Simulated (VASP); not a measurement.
# AlN (F-43m) in VASP: single point with PBE

Aim: the single point of AlN with PBE.

Program: VASP 6.6.1. These are calculated values, not measurements. Logs are shortened: lines on timing, memory, paths and dates and some standing lists are left out, and cuts for length are marked.

## Step 1: The cell of the first run

It takes space group F-43m (No. 216, cubic). The conventional cell has a = 4.368 Å, b = 4.368 Å, c = 4.368 Å, α = 90.00°, β = 90.00°, γ = 90.00°. Within 2.5 Å of Al (site symmetry -43m) lie 4 N at 1.89 Å. Within 2.5 Å of N (site symmetry -43m) lie 4 Al at 1.89 Å.

## Step 2: Single point, PBE

INCAR reads:

```
ALGO = Normal
EDIFF = 1E-6
ENCUT = 600
GGA = PE
GGA_COMPAT = F
ISIF = 2
ISMEAR = -1
LASPH = T
LCHARG = F
LREAL = F
LWAVE = F
NBANDS = 46
NELM = 120
PREC = Accurate
SIGMA = 0.05
```

KPOINTS reads:

```
k-points
0
Gamma
  2 2 2
```

POSCAR reads:

```
AlN
1.0
    0.0000000000      4.3679880000      4.3679880000
    4.3679880000      0.0000000000      4.3679880000
    4.3679880000      4.3679880000      0.0000000000
Al N
8 8
Direct
    0.0000000000      0.0000000000      0.0000000000
    0.0000000000      0.0000000000      0.5000000000
    0.0000000000      0.5000000000      0.0000000000
    0.0000000000      0.5000000000      0.5000000000
    0.5000000000      0.0000000000      0.0000000000
    0.5000000000      0.0000000000      0.5000000000
    0.5000000000      0.5000000000      0.0000000000
    0.5000000000      0.5000000000      0.5000000000
    0.3750000000      0.3750000000      0.3750000000
    0.3750000000      0.3750000000      0.8750000000
    0.3750000000      0.8750000000      0.3750000000
    0.3750000000      0.8750000000      0.8750000000
    0.8750000000      0.3750000000      0.3750000000
    0.8750000000      0.3750000000      0.8750000000
    0.8750000000      0.8750000000      0.3750000000
    0.8750000000      0.8750000000      0.8750000000
```

Potentials or basis: VASP PAW PBE potentials, release 64 (Al, N).

Command:

```console
> cat potpaw_PBE.64/Al/POTCAR potpaw_PBE.64/N/POTCAR > POTCAR
> mpirun -np 1 vasp_std > vasp.out
```

OUTCAR:

```text
EDIFF = 1E-6
   ENCUT = 600
   GGA = PE
   ISIF = 2
   ISMEAR = -1
   LASPH = T
   LREAL = F
   NELM = 120
   PREC = Accurate

 ion  position               nearest neighbor table
   1  0.000  0.000  0.000-  12 1.89  14 1.89  15 1.89  16 1.89   3 3.09   5 3.09   2 3.09   2 3.09
                             4 3.09   6 3.09   3 3.09   4 3.09   7 3.09   5 3.09   6 3.09   7 3.09
   2  0.000  0.000  0.500-  11 1.89  13 1.89  15 1.89  16 1.89   4 3.09   6 3.09   1 3.09   1 3.09
                             3 3.09   5 3.09   3 3.09   4 3.09   8 3.09   5 3.09   6 3.09   8 3.09
   3  0.000  0.500  0.000-  10 1.89  13 1.89  14 1.89  16 1.89   4 3.09   7 3.09   1 3.09   2 3.09
                             4 3.09   8 3.09   1 3.09   2 3.09   5 3.09   5 3.09   7 3.09   8 3.09
   4  0.000  0.500  0.500-   9 1.89  13 1.89  14 1.89  15 1.89   3 3.09   8 3.09   2 3.09   1 3.09
                             3 3.09   7 3.09   1 3.09   2 3.09   6 3.09   6 3.09   7 3.09   8 3.09
   5  0.500  0.000  0.000-  10 1.89  11 1.89  12 1.89  16 1.89   6 3.09   7 3.09   1 3.09   2 3.09
                             6 3.09   8 3.09   3 3.09   7 3.09   8 3.09   1 3.09   2 3.09   3 3.09
   6  0.500  0.000  0.500-   9 1.89  11 1.89  12 1.89  15 1.89   5 3.09   8 3.09   2 3.09   1 3.09
                             5 3.09   7 3.09   4 3.09   7 3.09   8 3.09   1 3.09   2 3.09   4 3.09
   7  0.500  0.500  0.000-   9 1.89  10 1.89  12 1.89  14 1.89   5 3.09   8 3.09   3 3.09   4 3.09
                             6 3.09   8 3.09   1 3.09   5 3.09   6 3.09   1 3.09   3 3.09   4 3.09
   8  0.500  0.500  0.500-   9 1.89  10 1.89  11 1.89  13 1.89   6 3.09   7 3.09   4 3.09   3 3.09
                             5 3.09   7 3.09   2 3.09   5 3.09   6 3.09   2 3.09   3 3.09   4 3.09
   9  0.375  0.375  0.375-   4 1.89   6 1.89   7 1.89   8 1.89
  10  0.375  0.375  0.875-   3 1.89   5 1.89   7 1.89   8 1.89
  11  0.375  0.875  0.375-   2 1.89   5 1.89   6 1.89   8 1.89
  12  0.375  0.875  0.875-   1 1.89   5 1.89   6 1.89   7 1.89
  13  0.875  0.375  0.375-   2 1.89   3 1.89   4 1.89   8 1.89
  14  0.875  0.375  0.875-   1 1.89   3 1.89   4 1.89   7 1.89
  15  0.875  0.875  0.375-   1 1.89   2 1.89   4 1.89   6 1.89
  16  0.875  0.875  0.875-   1 1.89   2 1.89   3 1.89   5 1.89

  LATTYP: Found a face centered cubic cell.
 ALAT       =     8.7359760000

  Lattice vectors:

 A1 = (   0.0000000000,   4.3679880000,   4.3679880000)
 A2 = (   4.3679880000,   0.0000000000,   4.3679880000)
 A3 = (   4.3679880000,   4.3679880000,   0.0000000000)

Analysis of symmetry for initial positions (statically):
=====================================================================
 Subroutine PRICEL returns following result:

  LATTYP: Found a face centered cubic cell.
 ALAT       =     4.3679880000

  Lattice vectors:

 A1 = (   0.0000000000,   2.1839940000,   2.1839940000)
 A2 = (   2.1839940000,   0.0000000000,   2.1839940000)
 A3 = (   2.1839940000,   2.1839940000,   0.0000000000)

   8 primitive cells build up your supercell.

 Routine SETGRP: Setting up the symmetry group for a
 face centered cubic supercell.

 Subroutine GETGRP returns: Found 24 space group operations
 (whereof 24 operations were pure point group operations)
 out of a pool of 48 trial point group operations.

The static configuration has the point symmetry T_d .

Analysis of symmetry for dynamics (positions and initial velocities):
=====================================================================
 Subroutine PRICEL returns following result:

  LATTYP: Found a face centered cubic cell.
 ALAT       =     4.3679880000

  Lattice vectors:

 A1 = (   0.0000000000,   2.1839940000,   2.1839940000)
 A2 = (   2.1839940000,   0.0000000000,   2.1839940000)
 A3 = (   2.1839940000,   2.1839940000,   0.0000000000)

   8 primitive cells build up your supercell.

 Routine SETGRP: Setting up the symmetry group for a
 face centered cubic supercell.

 Subroutine GETGRP returns: Found 24 space group operations
 (whereof 24 operations were pure point group operations)
 out of a pool of 48 trial point group operations.

The dynamic configuration has the point symmetry T_d .

 Subroutine INISYM returns: Found 24 space group operations
 (whereof 24 operations are pure point group operations),
 and found     8 'primitive' translations

----------------------------------------------------------------------------------------

                                     Primitive cell

  volume of cell :      20.8346

  direct lattice vectors                    reciprocal lattice vectors
     0.000000000  2.183994000  2.183994000    -0.228938358  0.228938358  0.228938358
     2.183994000  0.000000000  2.183994000     0.228938358 -0.228938358  0.228938358
     2.183994000  2.183994000  0.000000000     0.228938358  0.228938358 -0.228938358

  length of vectors
     3.088633935  3.088633935  3.088633935     0.396532868  0.396532868  0.396532868

  position of ions in fractional coordinates (direct lattice)
     0.000000000  0.000000000  0.000000000
     0.750000000  0.750000000  0.750000000

  ion indices of the primitive-cell ions
   primitive index   ion index
                 1           1
                 2          16

----------------------------------------------------------------------------------------

 KPOINTS: k-points

Automatic generation of k-mesh.
 Grid dimensions read from file:
 generate k-points for:    2    2    2

 Generating k-lattice:

  Cartesian coordinates                     Fractional coordinates (reciprocal lattice)
    -0.057234589  0.057234589  0.057234589     0.500000000  0.000000000  0.000000000
     0.057234589 -0.057234589  0.057234589     0.000000000  0.500000000  0.000000000
     0.057234589  0.057234589 -0.057234589     0.000000000  0.000000000  0.500000000

  Length of vectors
     0.099133217  0.099133217  0.099133217

  Shift w.r.t. Gamma in fractional coordinates (k-lattice)
     0.000000000  0.000000000  0.000000000

 Subroutine IBZKPT returns following result:
 ===========================================

 Found      3 irreducible k-points:

 Following reciprocal coordinates:
            Coordinates               Weight
  0.000000  0.000000  0.000000      1.000000
  0.500000  0.000000  0.000000      4.000000
  0.500000  0.500000  0.000000      3.000000
   k-points           NKPTS =      3   k-points in BZ     NKDIM =      3   number of bands    NBANDS=     46
   number of dos      NEDOS =    301   number of ions     NIONS =     16
   total plane-waves  NPLWV = 125000
   dimension x,y,z NGX =    50 NGY =   50 NGZ =   50
   dimension x,y,z NGXF=   100 NGYF=  100 NGZF=  100
   ions per type =               8   8
   NGX,Y,Z   is equivalent  to a cutoff of  13.46, 13.46, 13.46 a.u.
   NGXF,Y,Z  is equivalent  to a cutoff of  26.91, 26.91, 26.91 a.u.
 SYSTEM =  unknown system
   PREC   = accura    normal or accurate (medium, high low for compatibility)
   ISTART =      0    job   : 0-new  1-cont  2-samecut
   ICHARG =      2    charge: 1-file 2-atom 10-const
   ISPIN  =      1    spin polarized calculation?
   LNONCOLLINEAR =      F non collinear calculations
   LSORBIT =      F    spin-orbit coupling
   LASPH  =      T    aspherical Exc in radial PAW
   ENCUT  =  600.0 eV  44.10 Ry    6.64 a.u.  12.34 12.34 12.34*2*pi/ulx,y,z
   NELM   =    120;   NELMIN=  2; NELMDL= -5     # of ELM steps
   EDIFF  = 0.1E-05   stopping-criterion for ELM
   LREAL  =      F    real-space projection
   EDIFFG = 0.1E-04   stopping-criterion for IOM
   NSW    =      0    number of steps for IOM
   IBRION =     -1    ionic relax: 0-MD 1-quasi-New 2-CG
   NFREE  =      0    steps in history (QN), initial steepest desc. (CG)
   ISIF   =      2    stress and relaxation
   ISYM   =      2    0-nonsym 1-usesym 2-fastsym
   POTIM  = 0.5000    time-step for ionic-motion
   TEBEG  =    0.0;   TEEND  =   0.0 temperature during run
   PSTRESS=    0.0 pullay stress
   NELECT =      64.0000    total number of electrons
   NUPDOWN=      -1.0000    fix difference up-down
   EMIN   =  10.00;   EMAX   =-10.00  energy-range for DOS
   EFERMI =   0.00;   METHOD = LEGACY
   ISMEAR =    -1;   SIGMA  =   0.05  broadening in eV -4-tet -1-fermi 0-gaus
   EFERMI_NEDOS =   21; number of points for ismear=-14 and -15
   IALGO  =     38    algorithm
   IMIX   =      4    mixing-type and parameters
     AMIX     =   0.40;   BMIX     =  1.00
     AMIX_MAG =   1.60;   BMIX_MAG =  1.00
  volume/ion in A,a.u.               =      10.42        70.30
  Fermi-wavevector in a.u.,A,eV,Ry     =   1.189899  2.248583 19.263936  1.415859
  Thomas-Fermi vector in A             =   2.325996
   LORBIT       =      0    0 simple, 1 ext, 2 COOP (PROOUT), +10 PAW based schemes
   GGA     = PE    functional components
   LHFCALC =     F    Hartree Fock is set to
   AEXX    =    0.0000 exact exchange contribution
   IVDW    =     0    specifies the selected vdW correction
   LEPSILON=     F    determine dielectric tensor
   LRPA    =     F    only Hartree local field effects (RPA)
 non-spin polarized calculation
  energy-cutoff  :      600.00
  volume of cell :      166.68
 maximum number of plane-waves:      5601
 NGX is ok and might be reduce to    50
   NGX = 25   NGY = 25   NGZ = 25

 number of electron      64.0000000 magnetization

 Free energy of the ion-electron system (eV)
  ---------------------------------------------------
  ext. energy  EPLUGINS =         0.00000000
  ---------------------------------------------------
  free energy    TOTEN  =      -118.43909301 eV

  energy without entropy =     -118.43909301  energy(sigma->0) =     -118.43909301

 E-fermi :   7.2284     XC(G=0): -10.9265

 val. band max:        6.0002693797   @ k =   0.0000   0.0000   0.0000
 cond. band min:       9.2926731797   @ k =   0.0000   0.0000   0.0000
 fundamental gap:      3.2924038000
 Fermi energy:         7.2283539706

 k-point     1 :       0.0000    0.0000    0.0000
  band No.  band energies     occupation
      1      -8.9885      2.00000
      2      -6.9346      2.00000
      3      -6.9346      2.00000
      4      -6.9346      2.00000
      5      -6.9346      2.00000
      6      -6.2974      2.00000
[... 36 lines left out ...]
     43      14.5902      0.00000
     44      15.8563      0.00000

 k-point     2 :       0.5000    0.0000    0.0000
  band No.  band energies     occupation
      1      -8.1362      2.00000
      2      -8.1362      2.00000
      3      -6.6657      2.00000
      4      -6.6657      2.00000
      5      -6.6657      2.00000
      6      -6.6657      2.00000
[... 36 lines left out ...]
     43      15.9661      0.00000
     44      15.9661      0.00000

 k-point     3 :       0.5000    0.5000    0.0000
  band No.  band energies     occupation
      1      -7.8588      2.00000
      2      -7.8588      2.00000
      3      -7.0681      2.00000
      4      -7.0681      2.00000
      5      -7.0681      2.00000
      6      -7.0681      2.00000
[... 36 lines left out ...]
     43      15.2305      0.00000
     44      15.2305      0.00000
 [bands above 44 left out]

------------------------ aborting loop because EDIFF is reached ----------------------------------------

  FORCE on cell =-STRESS in cart. coord.  units (eV):
  Direction    XX          YY          ZZ          XY          YZ          ZX
  --------------------------------------------------------------------------------------
  -------------------------------------------------------------------------------------
  Total        4.7069305      4.7069305      4.7069305     -0.0000000      0.0000000     -0.0000000
  in kB       45.2453617     45.2453617     45.2453617     -0.0000000      0.0000000     -0.0000000
  external PRESSURE =      45.2453617 kB  Pullay stress =       0.0000000 kB

 VOLUME and BASIS-vectors are now :
 -----------------------------------------------------------------------------
  energy-cutoff  :      600.00
  volume of cell :      166.68
      direct lattice vectors                 reciprocal lattice vectors
     0.000000000  4.367988000  4.367988000    -0.114469179  0.114469179  0.114469179
     4.367988000  0.000000000  4.367988000     0.114469179 -0.114469179  0.114469179
     4.367988000  4.367988000  0.000000000     0.114469179  0.114469179 -0.114469179

 POSITION                                       TOTAL-FORCE (eV/Angst)
 -----------------------------------------------------------------------------------
      0.00000      0.00000      0.00000        -0.000000     -0.000000      0.000000
      2.18399      2.18399      0.00000         0.000000     -0.000000     -0.000000
      2.18399      0.00000      2.18399        -0.000000     -0.000000     -0.000000
      4.36799      2.18399      2.18399        -0.000000     -0.000000      0.000000
      0.00000      2.18399      2.18399         0.000000      0.000000      0.000000
      2.18399      4.36799      2.18399        -0.000000     -0.000000     -0.000000
[... 8 lines left out ...]
      5.45999      5.45999      7.64398         0.000000      0.000000     -0.000000
      7.64398      7.64398      7.64398         0.000000      0.000000     -0.000000
 -----------------------------------------------------------------------------------
    total drift:                                0.000000      0.000000      0.000000

  FREE ENERGIE OF THE ION-ELECTRON SYSTEM (eV)
  ---------------------------------------------------
  free  energy   TOTEN  =      -118.4390930113 eV

  energy  without entropy=     -118.4390930113  energy(sigma->0) =     -118.43909301
```

It took 43 s on 1 thread of Intel Xeon Platinum 8375C at 2.90GHz (Ice Lake), shared host; peak memory 0.33 GiB.

What came out:

```yaml
Free_energy: -118.4391 eV
Pressure: 4.5 GPa
Band_gap_on_the_k_mesh: 3.29 eV
```

Levels at points of the mesh, in eV from the valence-band top:
| k point | band 28 | band 29 | band 30 | band 31 | band 32 | band 33 | band 34 | band 35 | band 36 | band 37 |
| --- | --- | --- | --- | --- | --- | --- | --- | --- | --- | --- |
| (0.00, 0.00, 0.00) | -0.48 | -0.48 | 0.00 | 0.00 | 0.00 | 3.29 | 3.29 | 3.29 | 4.18 | 7.36 |
| (0.50, 0.00, 0.00) | -1.20 | -0.26 | -0.26 | -0.26 | -0.26 | 5.87 | 5.87 | 5.87 | 5.87 | 5.87 |
| (0.50, 0.50, 0.00) | -0.98 | -0.52 | -0.52 | -0.52 | -0.52 | 5.95 | 5.95 | 6.03 | 6.03 | 7.80 |

Caveat: the k points lie up to 0.62 Å⁻¹ apart.
